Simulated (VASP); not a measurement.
Runs of VASP 6.6.1 on Na2S. The structure is that of space group Fm-3m (No. 225), or close to it. The cells are those of the table. 

```tsv
cell	gap on the mesh (eV)	pressure (GPa)
a = 4.799 Å, angles 60.0°, 3 atoms	2.14	-2.3
a = 4.430 Å, angles 60.0°, 3 atoms	(c)	(b)
a = 4.523, b = 4.523, c = 4.430 Å, angles 60.7, 60.7, 58.6°, 3 atoms	2.76	3.5
a = 4.339, b = 4.339, c = 4.245 Å, angles 60.7, 60.7, 58.6°, 3 atoms	3.24	(a)
```

Alike in all rows: task single point; level PBE; potentials or basis VASP PAW PBE potentials, release 64 (Na_pv, S); no spin polarisation; k mesh 6 × 6 × 6; cutoff (eV) 500; smearing gaussian 0.05 eV.

Task: Fill in the values left out.

Result: (a) 10.4; (b) 5.4; (c) 2.94.

Caveats: the cell stands under pressure (at least some runs).

